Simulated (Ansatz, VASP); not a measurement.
# EuAs3Pt2 in VASP and in Ansatz

Contents of INCAR:

```
PREC = Accurate
ENCUT = 520
EDIFF = 1E-6
ISMEAR = 0
SIGMA = 0.1
LREAL = False
LASPH = True
NELM = 150
ALGO = Normal
ISIF = 2
LWAVE = False
LCHARG = True
ISPIN = 2
MAGMOM = 7 0 0 0 0 0
LORBIT = 11
LMAXMIX = 6
GGA = PE
LELF = True
LVHAR = True
NBANDS = 39
```

The input KPOINTS:

```
Automatic mesh
0
Gamma
  3 3 4
```

File POSCAR:

```
EuAs3Pt2
1.0
    6.0248649600      0.0000000000      0.0000000000
   -3.0124324800      5.2176861100      0.0000000000
    0.0000000000      0.0000000000      3.9889859100
Eu As Pt
1 3 2
Direct
    0.0000000000      0.0000000000      0.0000000000
    0.5000000000      0.0000000000      0.5000000000
    0.0000000000      0.5000000000      0.5000000000
    0.5000000000      0.5000000000      0.5000000000
    0.6666666700      0.3333333300      0.0000000000
    0.3333333300      0.6666666700      0.0000000000
```

Input for Ansatz:

```yaml
crystal:
  lattice:
    - [6.02486496, 0.0, 0.0]
    - [-3.01243248, 5.21768611, 0.0]
    - [0.0, 0.0, 3.98898591]
  atoms:
    - { symbol: Eu, position: [0.0, 0.0, 0.0], spin: 7.0 }
    - { symbol: As, position: [0.5, 0.0, 0.5] }
    - { symbol: As, position: [0.0, 0.5, 0.5] }
    - { symbol: As, position: [0.5, 0.5, 0.5] }
    - { symbol: Pt, position: [0.66666667, 0.33333333, 0.0] }
    - { symbol: Pt, position: [0.33333333, 0.66666667, 0.0] }
basis:
  ecutwfc: 420
kpoints:
  mp_grid: { grid: [3, 3, 4] }
hamiltonian:
  xc: pbe
scf:
  occupations: { method: gaussian, width: 0.1 }
  lower_state_search: "off"
output:
  forces: true
  stress: true
  eigenvalues: true
  populations: true
magnetization:
  spin_polarized: true
```

Change from the starting cell: species swapped into the CeSi2Ir3 type (P6/mmm, No. 191).

Alike in both runs: task single point; functional PBE; k mesh 3 × 3 × 4; occupations gaussian, width 0.1 eV; collinear spin.

|  | VASP | Ansatz |
| --- | --- | --- |
| version | VASP 6.6.1 | Ansatz 0.2.0 |
| potentials or method | VASP PAW PBE potentials, release 64 (Eu, As, Pt), cutoff 520 eV | scalar-relativistic, plane waves, PAW |
| valence electrons in the cell | 52 | 98 |

Ansatz gave:

```
gap on the k mesh at the Fermi level (eV)                     : none
pressure (GPa)                                                : -0.4
traceless stress, the component that is largest in VASP (GPa) : 1.73
net moment per atom (μB)                                      : 1.16
size of the moment on the site where the two differ most (μB) : 6.84
```

Task: What did VASP give for the same quantities?

Result: gap on the k mesh at the Fermi level (eV): none; pressure (GPa): -0.5; traceless stress, the component that is largest in VASP (GPa): 1.72; net moment per atom (μB): 1.16; size of the moment on the site where the two differ most (μB): 6.58.

Site moments also hang on the region over which each program counts them. A gap of «none» marks a metal or a gap that the smearing closes. VASP's potentials hold 52 valence electrons a cell and Ansatz's 98, so a difference there can come from the potentials and not from the codes.

The k mesh is coarse, so the values compare programs but aren't converged. Neither program's run includes spin-orbit coupling.
